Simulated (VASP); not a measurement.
## SnO: relaxation of the atoms with PBE+D3(BJ)

SnO, a slab with vacuum:

```
Sn O
1.0
     3.66774   -0.00001    0.00000
     0.00001    3.66774    0.00000
     0.00000    0.00000   30.63492
Sn O
2 2
Direct
  0.75000 0.25000 0.46142
  0.25000 0.75000 0.53858
  0.25000 0.25000 0.50000
  0.75000 0.75000 0.50000
```

This cell differs from its parent crystal: biaxial strain -0.040.

- Program: VASP 6.6.1
- Task: relaxation of the atoms
- Functional: PBE
- Dispersion: D3(BJ)
- Potentials or basis: VASP PAW PBE potentials, release 64 (Sn_d, O)
- Cutoff: 520 eV
- k mesh: 6 × 6 × 1
- Occupations: gaussian, width 0.02 eV
- Spin: no spin polarisation
- Dipole correction: yes
- Further INCAR settings: ALGO = Normal; EDIFF = 1e-06; IBRION = 2; EDIFFG = -0.01; NSW = 60

The energy gained by relaxing is 14.4 meV/atom. The ionic steps are 3, the band gap on the k mesh is 3.14 eV (least direct gap 3.24 eV) and the dispersion energy per atom is -0.148 eV.

The path:
| step | energy change (eV) | largest force (eV/Å) | pressure (GPa) |
| --- | --- | --- | --- |
| 1 | 0.0000 | 1.1312 | 1.49 |
| 2 | -0.0576 | 0.0605 | 0.76 |
| 3 | -0.0578 | 0.0009 | 0.79 |

Final structure:
```
CELL_PARAMETERS angstrom
3.66774 -0.00001 0.00000
0.00001 3.66774 0.00000
0.00000 0.00000 30.63492
ATOMIC_POSITIONS crystal
Sn 0.75000 0.25000 0.45973
Sn 0.25000 0.75000 0.54027
O 0.25000 0.25000 0.50000
O 0.75000 0.75000 0.50000
```

Levels at points of the mesh, in eV from the valence-band top:
```csv
k point,band 16,band 17,band 18,band 19,band 20,band 21,band 22,band 23,band 24
"(0.00, 0.00, 0.00)",-3.70,-2.02,-1.25,-1.25,-0.17,3.66,3.97,5.44,5.52
"(0.50, 0.00, 0.00)",-3.74,-3.08,-3.08,-0.48,-0.48,3.14,3.14,6.48,6.48
"(0.50, 0.50, 0.00)",-4.03,-0.59,-0.59,-0.45,-0.45,3.19,3.19,5.33,5.33
```

Run time: 3.7 min on 1 thread of Oxide Virtual Turin-like Processor, with other jobs on the host, peak memory 0.49 GiB.

Caveat: the cell differs from its parent crystal (biaxial strain -0.040); spin-orbit coupling is left out, which moves the levels of the heavy elements.
